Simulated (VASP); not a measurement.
# CdHg5Se6 (P-4m2) in VASP: a series of runs

Runs on CdHg5Se6. Level: PBE. Tasks: single point.

Everything below comes from runs of VASP 6.6.1. Logs are shortened: lines on timing, memory, paths and dates and some standing lists are left out, and cuts for length are marked.

### Step 1. The cell of the first run

It takes space group P-4m2 (No. 115, tetragonal). The conventional cell has a = 4.422 Å, b = 4.422 Å, c = 18.724 Å, α = 90.00°, β = 90.00°, γ = 90.00°. Within 3.5 Å of Cd (site symmetry -4m2) lie 4 Se at 2.69 Å. Hg (site symmetry 2mm) has 4 Se at 2.71 Å within 3.6 Å. Within 3.6 Å of Hg (site symmetry -4m2) lie 4 Se at 2.71 Å. Within 3.6 Å of Hg (site symmetry 2mm) lie 4 Se at 2.71 Å. Se (site symmetry 2mm) has 4 Hg at 2.71 Å within 3.6 Å. Se (site symmetry 2mm) has 4 Hg at 2.71 Å within 3.6 Å. Se (site symmetry 2mm) has 2 Cd at 2.69 Å and 2 Hg at 2.71 Å within 3.5 Å.

### Step 2. Single point, PBE

File INCAR:

```
SYSTEM = CdHg5Se6
PREC = Accurate ; ENCUT = 520
EDIFF = 1E-6 ; ISMEAR = 0
SIGMA = 0.1 ; LREAL = .False.
LASPH = .True. ; NELM = 80
ALGO = Normal ; ISIF = 2
LWAVE = .False. ; LCHARG = .False.
GGA = PE ; NBANDS = 66
```

File KPOINTS:

```
Automatic mesh
0
Gamma
  4 4 1
  0 0 0
```

File POSCAR:

```
CdHg5Se6
1.0
    4.4223038000      0.0000000000      0.0000000000
    0.0000000000      4.4223038000      0.0000000000
    0.0000000000      0.0000000000     18.7235472000
Cd Hg Se
1 5 6
Direct
    0.0000000000      0.0000000000      0.5000000000
    0.0000000000      0.0000000000      0.8326400000
    0.5000000000      0.5000000000      0.0000000000
    0.0000000000      0.0000000000      0.1673600000
    0.5000000000      0.5000000000      0.3346220000
    0.5000000000      0.5000000000      0.6653780000
    0.5000000000      0.0000000000      0.0836680000
    0.0000000000      0.5000000000      0.2509740000
    0.5000000000      0.0000000000      0.4183950000
    0.0000000000      0.5000000000      0.5816050000
    0.5000000000      0.0000000000      0.7490260000
    0.0000000000      0.5000000000      0.9163320000
```

Potentials or basis: VASP PAW PBE potentials, release 64 (Cd, Hg, Se).

On the command line:

```bash
> cat potpaw_PBE.64/Cd/POTCAR potpaw_PBE.64/Hg/POTCAR potpaw_PBE.64/Se/POTCAR > POTCAR
> mpirun -np 1 vasp_std > vasp.out
```

OUTCAR:

```text
SYSTEM = CdHg5Se6
   PREC = Accurate
   ENCUT = 520
   EDIFF = 1E-6
   ISMEAR = 0
   LREAL = .False.
   LASPH = .True.
   NELM = 80
   ISIF = 2
   GGA = PE

 ion  position               nearest neighbor table
   1  0.000  0.000  0.500-   9 2.69  10 2.69  10 2.69   9 2.69
   2  0.000  0.000  0.833-  11 2.71  11 2.71  12 2.71  12 2.71
   3  0.500  0.500  0.000-   7 2.71  12 2.71   7 2.71  12 2.71
   4  0.000  0.000  0.167-   8 2.71   8 2.71   7 2.71   7 2.71
   5  0.500  0.500  0.335-   8 2.71   8 2.71   9 2.71   9 2.71
   6  0.500  0.500  0.665-  11 2.71  11 2.71  10 2.71  10 2.71
   7  0.500  0.000  0.084-   3 2.71   3 2.71   4 2.71   4 2.71
   8  0.000  0.500  0.251-   4 2.71   4 2.71   5 2.71   5 2.71
   9  0.500  0.000  0.418-   1 2.69   1 2.69   5 2.71   5 2.71
  10  0.000  0.500  0.582-   1 2.69   1 2.69   6 2.71   6 2.71
  11  0.500  0.000  0.749-   2 2.71   2 2.71   6 2.71   6 2.71
  12  0.000  0.500  0.916-   3 2.71   3 2.71   2 2.71   2 2.71

  LATTYP: Found a simple tetragonal cell.
 ALAT       =     4.4223038000
 C/A-ratio  =     4.2338898562

  Lattice vectors:

 A1 = (   4.4223038000,   0.0000000000,   0.0000000000)
 A2 = (   0.0000000000,   4.4223038000,   0.0000000000)
 A3 = (   0.0000000000,   0.0000000000,  18.7235472000)

Analysis of symmetry for initial positions (statically):
=====================================================================
 Subroutine PRICEL returns:
 Original cell was already a primitive cell.

 Routine SETGRP: Setting up the symmetry group for a
 simple tetragonal supercell.

 Subroutine GETGRP returns: Found  8 space group operations
 (whereof  8 operations were pure point group operations)
 out of a pool of 16 trial point group operations.

The static configuration has the point symmetry D_2d.

Analysis of symmetry for dynamics (positions and initial velocities):
=====================================================================
 Subroutine PRICEL returns:
 Original cell was already a primitive cell.

 Routine SETGRP: Setting up the symmetry group for a
 simple tetragonal supercell.

 Subroutine GETGRP returns: Found  8 space group operations
 (whereof  8 operations were pure point group operations)
 out of a pool of 16 trial point group operations.

The dynamic configuration has the point symmetry D_2d.

 Subroutine INISYM returns: Found  8 space group operations
 (whereof  8 operations are pure point group operations),
 and found     1 'primitive' translations

----------------------------------------------------------------------------------------

                                     Primitive cell

  volume of cell :     366.1721

  direct lattice vectors                    reciprocal lattice vectors
     4.422303800  0.000000000  0.000000000     0.226126482  0.000000000  0.000000000
     0.000000000  4.422303800  0.000000000     0.000000000  0.226126482  0.000000000
     0.000000000  0.000000000 18.723547200     0.000000000  0.000000000  0.053408683

  length of vectors
     4.422303800  4.422303800 18.723547200     0.226126482  0.226126482  0.053408683

  position of ions in fractional coordinates (direct lattice)
     0.000000000  0.000000000  0.500000000
     0.000000000  0.000000000  0.832640000
     0.500000000  0.500000000  0.000000000
     0.000000000  0.000000000  0.167360000
     0.500000000  0.500000000  0.334622000
     0.500000000  0.500000000  0.665378000
     0.500000000  0.000000000  0.083668000
     0.000000000  0.500000000  0.250974000
     0.500000000  0.000000000  0.418395000
     0.000000000  0.500000000  0.581605000
     0.500000000  0.000000000  0.749026000
     0.000000000  0.500000000  0.916332000

  ion indices of the primitive-cell ions
   primitive index   ion index
                 1           1
                 2           2
                 3           3
                 4           4
                 5           5
                 6           6
                 7           7
                 8           8
                 9           9
                10          10
                11          11
                12          12

----------------------------------------------------------------------------------------

 KPOINTS: Automatic mesh

Automatic generation of k-mesh.
 Grid dimensions read from file:
 generate k-points for:    4    4    1

 Generating k-lattice:

  Cartesian coordinates                     Fractional coordinates (reciprocal lattice)
     0.056531620  0.000000000  0.000000000     0.250000000  0.000000000  0.000000000
     0.000000000  0.056531620  0.000000000     0.000000000  0.250000000  0.000000000
     0.000000000  0.000000000  0.053408683     0.000000000  0.000000000  1.000000000

  Length of vectors
     0.056531620  0.056531620  0.053408683

  Shift w.r.t. Gamma in fractional coordinates (k-lattice)
     0.000000000  0.000000000  0.000000000

 Subroutine IBZKPT returns following result:
 ===========================================

 Found      6 irreducible k-points:

 Following reciprocal coordinates:
            Coordinates               Weight
  0.000000  0.000000  0.000000      1.000000
  0.250000  0.000000  0.000000      4.000000
  0.500000  0.000000  0.000000      2.000000
  0.250000  0.250000  0.000000      4.000000
  0.500000  0.250000  0.000000      4.000000
  0.500000  0.500000  0.000000      1.000000
   k-points           NKPTS =      6   k-points in BZ     NKDIM =      6   number of bands    NBANDS=     66
   number of dos      NEDOS =    301   number of ions     NIONS =     12
   total plane-waves  NPLWV = 181440
   dimension x,y,z NGX =    36 NGY =   36 NGZ =  140
   dimension x,y,z NGXF=    72 NGYF=   72 NGZF=  280
   ions per type =               1   5   6
   NGX,Y,Z   is equivalent  to a cutoff of  13.53, 13.53, 12.43 a.u.
   NGXF,Y,Z  is equivalent  to a cutoff of  27.07, 27.07, 24.86 a.u.
 SYSTEM =  CdHg5Se6
   PREC   = accura    normal or accurate (medium, high low for compatibility)
   ISTART =      0    job   : 0-new  1-cont  2-samecut
   ICHARG =      2    charge: 1-file 2-atom 10-const
   ISPIN  =      1    spin polarized calculation?
   LNONCOLLINEAR =      F non collinear calculations
   LSORBIT =      F    spin-orbit coupling
   LASPH  =      T    aspherical Exc in radial PAW
   ENCUT  =  520.0 eV  38.22 Ry    6.18 a.u.   8.22  8.22 34.81*2*pi/ulx,y,z
   NELM   =     80;   NELMIN=  2; NELMDL= -5     # of ELM steps
   EDIFF  = 0.1E-05   stopping-criterion for ELM
   LREAL  =      F    real-space projection
   EDIFFG = 0.1E-04   stopping-criterion for IOM
   NSW    =      0    number of steps for IOM
   IBRION =     -1    ionic relax: 0-MD 1-quasi-New 2-CG
   NFREE  =      0    steps in history (QN), initial steepest desc. (CG)
   ISIF   =      2    stress and relaxation
   ISYM   =      2    0-nonsym 1-usesym 2-fastsym
   POTIM  = 0.5000    time-step for ionic-motion
   TEBEG  =    0.0;   TEEND  =   0.0 temperature during run
   PSTRESS=    0.0 pullay stress
   NELECT =     108.0000    total number of electrons
   NUPDOWN=      -1.0000    fix difference up-down
   EMIN   =  10.00;   EMAX   =-10.00  energy-range for DOS
   EFERMI =   0.00;   METHOD = LEGACY
   ISMEAR =     0;   SIGMA  =   0.10  broadening in eV -4-tet -1-fermi 0-gaus
   EFERMI_NEDOS =   21; number of points for ismear=-14 and -15
   IALGO  =     38    algorithm
   IMIX   =      4    mixing-type and parameters
     AMIX     =   0.40;   BMIX     =  1.00
     AMIX_MAG =   1.60;   BMIX_MAG =  1.00
  volume/ion in A,a.u.               =      30.51       205.92
  Fermi-wavevector in a.u.,A,eV,Ry     =   1.089735  2.059301 16.157229  1.187523
  Thomas-Fermi vector in A             =   2.225945
   LORBIT       =      0    0 simple, 1 ext, 2 COOP (PROOUT), +10 PAW based schemes
   GGA     = PE    functional components
   LHFCALC =     F    Hartree Fock is set to
   AEXX    =    0.0000 exact exchange contribution
   IVDW    =     0    specifies the selected vdW correction
   LEPSILON=     F    determine dielectric tensor
   LRPA    =     F    only Hartree local field effects (RPA)
 non-spin polarized calculation
 Gauss-broadening in eV      SIGMA  =   0.10
  energy-cutoff  :      520.00
  volume of cell :      366.17
 maximum number of plane-waves:      9904
 NGX is ok and might be reduce to    36
   NGX = 17   NGY = 17   NGZ = 69

 number of electron     107.9999998 magnetization

 Free energy of the ion-electron system (eV)
  ---------------------------------------------------
  ext. energy  EPLUGINS =         0.00000000
  ---------------------------------------------------
  free energy    TOTEN  =       -25.82235611 eV

  energy without entropy =      -25.81266510  energy(sigma->0) =      -25.81751060

 E-fermi :   0.9256     XC(G=0):  -8.6428

 val. band max:        0.8999192335   @ k =   0.0000   0.0000   0.0000
 cond. band min:       2.0990493463   @ k =   0.2500   0.0000   0.0000
 fundamental gap:      1.1991301128
 Fermi energy:         0.9256326327

 k-point     1 :       0.0000    0.0000    0.0000
  band No.  band energies     occupation
      1     -11.9222      2.00000
      2     -11.8082      2.00000
      3     -11.7516      2.00000
      4     -11.5318      2.00000
      5     -11.5271      2.00000
      6     -11.3905      2.00000
[... 58 lines left out ...]
     65       5.4078      0.00000
     66       6.5259      0.00000

 k-point     2 :       0.2500    0.0000    0.0000
  band No.  band energies     occupation
      1     -11.7910      2.00000
      2     -11.7064      2.00000
      3     -11.6562      2.00000
      4     -11.5070      2.00000
      5     -11.4981      2.00000
      6     -11.3974      2.00000
[... 265 lines left out ...]
     65       5.9228      0.00000
     66       6.0101      0.00000

 k-point     6 :       0.5000    0.5000    0.0000
  band No.  band energies     occupation
      1     -11.4327      2.00000
      2     -11.4327      2.00000
      3     -11.4234      2.00000
      4     -11.4234      2.00000
      5     -11.3513      2.00000
      6     -11.3513      2.00000
[... 58 lines left out ...]
     65       5.2747      0.00000
     66       5.2747      0.00000

------------------------ aborting loop because EDIFF is reached ----------------------------------------

  FORCE on cell =-STRESS in cart. coord.  units (eV):
  Direction    XX          YY          ZZ          XY          YZ          ZX
  --------------------------------------------------------------------------------------
  -------------------------------------------------------------------------------------
  Total        0.8286513      0.8286513      0.4469711      0.0000000      0.0000000      0.0000000
  in kB        3.6257437      3.6257437      1.9557114      0.0000000      0.0000000      0.0000000
  external PRESSURE =       3.0690662 kB  Pullay stress =       0.0000000 kB

 VOLUME and BASIS-vectors are now :
 -----------------------------------------------------------------------------
  energy-cutoff  :      520.00
  volume of cell :      366.17
      direct lattice vectors                 reciprocal lattice vectors
     4.422303800  0.000000000  0.000000000     0.226126482  0.000000000  0.000000000
     0.000000000  4.422303800  0.000000000     0.000000000  0.226126482  0.000000000
     0.000000000  0.000000000 18.723547200     0.000000000  0.000000000  0.053408683

 POSITION                                       TOTAL-FORCE (eV/Angst)
 -----------------------------------------------------------------------------------
      0.00000      0.00000      9.36177         0.000000      0.000000      0.000000
      0.00000      0.00000     15.58997        -0.000000      0.000000     -0.004781
      2.21115      2.21115      0.00000         0.000000      0.000000      0.000000
      0.00000      0.00000      3.13357         0.000000      0.000000      0.004781
      2.21115      2.21115      6.26531         0.000000      0.000000      0.004125
      2.21115      2.21115     12.45824         0.000000     -0.000000     -0.004125
      2.21115      0.00000      1.56656         0.000000      0.000000     -0.002839
      0.00000      2.21115      4.69912         0.000000      0.000000     -0.006489
      2.21115      0.00000      7.83384         0.000000      0.000000      0.006337
      0.00000      2.21115     10.88971         0.000000      0.000000     -0.006337
      2.21115      0.00000     14.02442         0.000000      0.000000      0.006489
      0.00000      2.21115     17.15699         0.000000      0.000000      0.002839
 -----------------------------------------------------------------------------------
    total drift:                                0.000000      0.000000      0.000000

  FREE ENERGIE OF THE ION-ELECTRON SYSTEM (eV)
  ---------------------------------------------------
  free  energy   TOTEN  =       -25.8223561062 eV

  energy  without entropy=      -25.8126651028  energy(sigma->0) =      -25.81751060
```

Run time: 5.4 min. Hardware: 1 thread of Intel Xeon 8259CL, shared host; peak memory 0.5 GiB.

What came out:

```yaml
Free_energy: -25.8224 eV
Pressure: 0.3 GPa
Largest_force: 0.006 eV/Å
Band_gap_on_the_k_mesh: zero (filled and empty bands touch)
```

Forces on the atoms (eV/Å):
```
Cd   0.000  0.000  0.000
Hg   0.000  0.000 -0.005
Hg   0.000  0.000  0.000
Hg   0.000  0.000  0.005
Hg   0.000  0.000  0.004
Hg   0.000  0.000 -0.004
Se   0.000  0.000 -0.003
Se   0.000  0.000 -0.006
Se   0.000  0.000  0.006
Se   0.000  0.000 -0.006
Se   0.000  0.000  0.006
Se   0.000  0.000  0.003
```

Levels at points of the mesh, in eV from the Fermi level:
| k point | band 51 | band 52 | band 53 | band 54 | band 55 | band 56 | band 57 | band 58 |
| --- | --- | --- | --- | --- | --- | --- | --- | --- |
| (0.00, 0.00, 0.00) | -0.54 | -0.54 | -0.04 | -0.03 | -0.03 | 1.37 | 1.53 | 2.58 |
| (0.50, 0.00, 0.00) | -0.80 | -0.80 | -0.79 | -0.79 | 1.45 | 1.47 | 1.48 | 1.83 |
| (0.50, 0.50, 0.00) | -1.95 | -1.95 | -1.95 | -1.91 | 2.63 | 2.81 | 3.16 | 3.16 |

Caveat: semilocal functionals underestimate gaps, and a narrow one can read as zero; spin-orbit coupling is left out, which moves the levels of the heavy elements.

### Step 3. Single point, PBE

File INCAR:

```
SYSTEM = CdHg5Se6
ALGO = Normal ; EDIFF = 1E-7
ENCUT = 520 ; GGA = PE
ISIF = 2 ; ISMEAR = 0
LASPH = .True. ; LCHARG = .False.
LREAL = .False. ; LWAVE = .False.
NBANDS = 66 ; NELM = 100
PREC = Accurate ; SIGMA = 0.2
```

File KPOINTS:

```
k-points
0
Gamma
  6 6 2
  0 0 0
```

POSCAR is that of step 2.

Potentials or basis: VASP PAW PBE potentials, release 64 (Cd, Hg, Se).

On the command line:

```bash
> cat potpaw_PBE.64/Cd/POTCAR potpaw_PBE.64/Hg/POTCAR potpaw_PBE.64/Se/POTCAR > POTCAR
> mpirun -np 1 vasp_std > vasp.out
```

Run time: 16 min. Hardware: 1 thread of Intel Xeon 8259CL, shared host; peak memory 0.7 GiB.

Results (log left out):

| Property | Result |
| --- | --- |
| Free energy | -25.9194 eV |
| Pressure | 0.2 GPa |
| Band gap on the k mesh | zero (filled and empty bands touch) |

Levels at points of the mesh, in eV from the Fermi level:
```
           k point  band 51  band 52  band 53  band 54  band 55  band 56  band 57  band 58
(0.00, 0.00, 0.00)    -0.64    -0.64    -0.14    -0.13    -0.13     1.27     1.43     2.47
(0.50, 0.00, 0.00)    -0.90    -0.90    -0.90    -0.89     1.35     1.37     1.38     1.73
(0.50, 0.50, 0.00)    -2.06    -2.05    -2.05    -2.02     2.53     2.71     3.05     3.05
(0.00, 0.00, 0.50)    -0.35    -0.35    -0.24    -0.24     0.39     0.55     2.03     2.16
(0.50, 0.00, 0.50)    -0.90    -0.90    -0.90    -0.89     1.01     1.19     1.96     1.96
(0.50, 0.50, 0.50)    -2.12    -2.10    -2.08    -2.05     2.65     2.76     2.77     3.02
```

Caveat: semilocal functionals underestimate gaps, and a narrow one can read as zero; spin-orbit coupling is left out, which moves the levels of the heavy elements.

### Step 4. Single point, PBE

File INCAR:

```
SYSTEM = CdHg5Se6
PREC     = Accurate       ! precision mode
ENCUT    = 520            ! plane-wave cutoff, eV
EDIFF    = 1E-6           ! SCF threshold, eV
ISMEAR   = 0              ! smearing method
SIGMA    = 0.1            ! smearing width, eV
LREAL    = .False.        ! projectors in reciprocal space
LASPH    = .True.         ! aspherical terms in the spheres
NELM     = 60             ! most SCF steps
ALGO     = Normal         ! electronic algorithm
ISIF     = 2              ! what is computed and relaxed
LWAVE    = .False.        ! write WAVECAR
LCHARG   = .False.        ! write CHGCAR
GGA      = PE             ! functional
NBANDS   = 66             ! bands
```

File KPOINTS:

```
regular mesh
0
Gamma
  8 8 2
  0 0 0
```

POSCAR is that of step 3.

On the command line:

```bash
> cat potpaw_PBE.64/Cd/POTCAR potpaw_PBE.64/Hg/POTCAR potpaw_PBE.64/Se/POTCAR > POTCAR
> mpirun -np 1 vasp_std > vasp.out
```

It took 7.1 min on 1 thread of Intel Xeon 6975P-C (Granite Rapids), shared host; peak memory 0.81 GiB.

The run converged. Its results:

```yaml
Free_energy: -25.9262 eV
Pressure: 0.2 GPa
Band_gap_on_the_k_mesh: zero (filled and empty bands touch)
```

Levels at points of the mesh, in eV from the Fermi level:
| k point | band 52 | band 53 | band 54 | band 55 | band 56 | band 57 |
| --- | --- | --- | --- | --- | --- | --- |
| (0.00, 0.00, 0.00) | -0.57 | -0.06 | -0.05 | -0.05 | 1.35 | 1.50 |
| (0.50, 0.00, 0.00) | -0.82 | -0.82 | -0.82 | 1.43 | 1.44 | 1.46 |
| (0.50, 0.50, 0.00) | -1.97 | -1.97 | -1.94 | 2.60 | 2.79 | 3.13 |
| (0.00, 0.00, 0.50) | -0.27 | -0.16 | -0.16 | 0.47 | 0.63 | 2.11 |
| (0.50, 0.00, 0.50) | -0.82 | -0.82 | -0.82 | 1.08 | 1.27 | 2.04 |
| (0.50, 0.50, 0.50) | -2.02 | -2.00 | -1.97 | 2.73 | 2.84 | 2.84 |

Caveat: semilocal functionals underestimate gaps, and a narrow one can read as zero; spin-orbit coupling is left out, which moves the levels of the heavy elements.

### Step 5. Summary

| k mesh | smearing | gap on the mesh (eV) | pressure (GPa) |
| --- | --- | --- | --- |
| 4 × 4 × 1 | gaussian 0.1 eV | none | 0.3 |
| 6 × 6 × 2 | gaussian 0.2 eV | none | 0.2 |
| 8 × 8 × 2 | gaussian 0.1 eV | none | 0.2 |

Alike in all rows: task single point; level PBE; potentials or basis VASP PAW PBE potentials, release 64 (Cd, Hg, Se); no spin polarisation; cell as given; cutoff (eV) 520.

Caveats: semilocal functionals underestimate gaps, and a narrow one can read as zero; spin-orbit coupling is left out, which moves the levels of the heavy elements.

Total energies depend on the potentials used, so only differences within one code and one set of settings carry meaning.

The gap in the log of VASP goes by the Fermi energy; the results here count the filled bands.